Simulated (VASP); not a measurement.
Set up this calculation in VASP 6.6.1, as the native input.

```yaml
Task: single point
Functional: r2SCAN
Potentials_or_basis: VASP PAW PBE potentials, release 64 (Cu)
Cutoff: 520 eV
k_mesh: 20 × 20 × 20
Occupations: gaussian, width 0.1 eV
Spin: no spin polarisation
Dipole_correction: no
Further_INCAR_settings: ALGO = Normal; EDIFF = 1e-06; NBANDS = 12
```

Crystal: Cu.

```
Cu
1.0
     0.00000    1.81487    1.81487
     1.81487    0.00000    1.81487
     1.81487    1.81487    0.00000
Cu
1
Direct
  0.00000 0.00000 0.00000
```

One way to write it, as run:

POSCAR

```
Cu
1.0
    0.0000000000      1.8148741278      1.8148741278
    1.8148741278      0.0000000000      1.8148741278
    1.8148741278      1.8148741278      0.0000000000
Cu
1
Direct
    0.0000000000      0.0000000000      0.0000000000
```

INCAR.step1

```
ALGO = Normal ; EDIFF = 1E-4
ENCUT = 520 ; GGA = PE
ISMEAR = 0 ; LASPH = T
LCHARG = F ; LREAL = F
LWAVE = T ; NBANDS = 12
NELM = 60 ; PREC = Accurate
SIGMA = 0.1
```

INCAR.step2

```
ALGO = Normal ; EDIFF = 1E-6
ENCUT = 520 ; ISIF = 2
ISMEAR = 0 ; ISTART = 1
LASPH = T ; LCHARG = F
LMIXTAU = T ; LREAL = F
LWAVE = F ; METAGGA = R2SCAN
NBANDS = 12 ; NELM = 60
PREC = Accurate ; SIGMA = 0.1
```

KPOINTS

```
k-points
0
Gamma
  20 20 20
```

Potentials or basis: VASP PAW PBE potentials, release 64 (Cu).

Run with:

```sh
$ cat potpaw_PBE.64/Cu/POTCAR > POTCAR
$ cp INCAR.step1 INCAR
$ mpirun -np 1 vasp_std > vasp.out
$ cp INCAR.step2 INCAR
$ mpirun -np 1 vasp_std > vasp.out
```

It gave:

The pressure is -5.8 GPa.

Caveat: the PAW data sets were made with another functional, which shifts forces and pressure a little.

Wall time 5.2 min on 1 thread of AMD EPYC 7R13 (shared host), peak memory 0.12 GiB.
